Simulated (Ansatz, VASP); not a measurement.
# One calculation of Sb, two programs

The input INCAR:

```
SYSTEM = Sb
  PREC = Accurate
  ENCUT = 520
  EDIFF = 1E-6
  ISMEAR = -1
  SIGMA = 0.03
  LREAL = .FALSE.
  LASPH = .TRUE.
  NELM = 60
  ALGO = Normal
  ISIF = 2
  LWAVE = .FALSE.
  LCHARG = .FALSE.
  GGA = PS
  NBANDS = 8
```

The input KPOINTS:

```
regular mesh
0
G
  13 13 15
  0 0 0
```

POSCAR

```
Sb
1.0
   -1.5249250000      1.5001250000      2.4800000000
    1.5001250000     -1.5249250000      2.4800000000
    1.5098750000      1.5098750000     -2.4950500000
Sb
1
Direct
    0.0000000000      0.0000000000      0.0000000000
```

Input for Ansatz:

```yaml
crystal:
  lattice:
    - [-1.524925, 1.500125, 2.48]
    - [1.500125, -1.524925, 2.48]
    - [1.509875, 1.509875, -2.49505]
  atoms:
    - { symbol: Sb, position: [0.0, 0.0, 0.0] }
kpoints:
  mp_grid: { grid: [13, 13, 15] }
  band_path:
    path:
      - [0.0, 0.0, 0.0]
      - [0.5, 0.5, -0.5]
      - [0.1809216854, 0.8190783146, -0.5]
      - [-0.1809216854, 0.1809216854, 0.5]
      - [0.0, 0.0, 0.5]
      - [0.0, 0.0, 0.0]
      - [-0.5, 0.5, 0.0]
      - [0.0, 0.5, 0.0]
      - [0.0, 0.0, 0.0]
    npoints: 5
scf:
  occupations: { method: fermi_dirac, width: 0.03 }
hamiltonian:
  xc: pbesol
  pseudopotentials: { kind: all_electron, lapw: { basis_error: 0.00025 } }
output:
  forces: true
  stress: true
  eigenvalues: true
```

Change from the starting cell: equal xy, yz and zx shear strains of -1 %.

Alike in both runs: task single point; functional PBEsol; k mesh 13 × 13 × 15; occupations fermi-dirac, width 0.03 eV; no spin polarisation.

|  | VASP | Ansatz |
| --- | --- | --- |
| version | VASP 6.6.1 | Ansatz 0.2.0 |
| potentials or method | VASP PAW PBE potentials, release 64 (Sb), cutoff 520 eV | all-electron LAPW, scalar-relativistic |

|  | VASP | Ansatz | Ansatz less VASP |
| --- | --- | --- | --- |
| pressure (GPa) | 15.4 | 15.2 | -0.21 |
| traceless stress, the component that is largest in VASP (GPa) | -1.61 | -1.50 | +0.113 |

VASP's potentials were made for PBE, not for PBEsol. Ansatz ran all-electron here, and VASP with PAW potentials.

Neither program's run includes spin-orbit coupling.
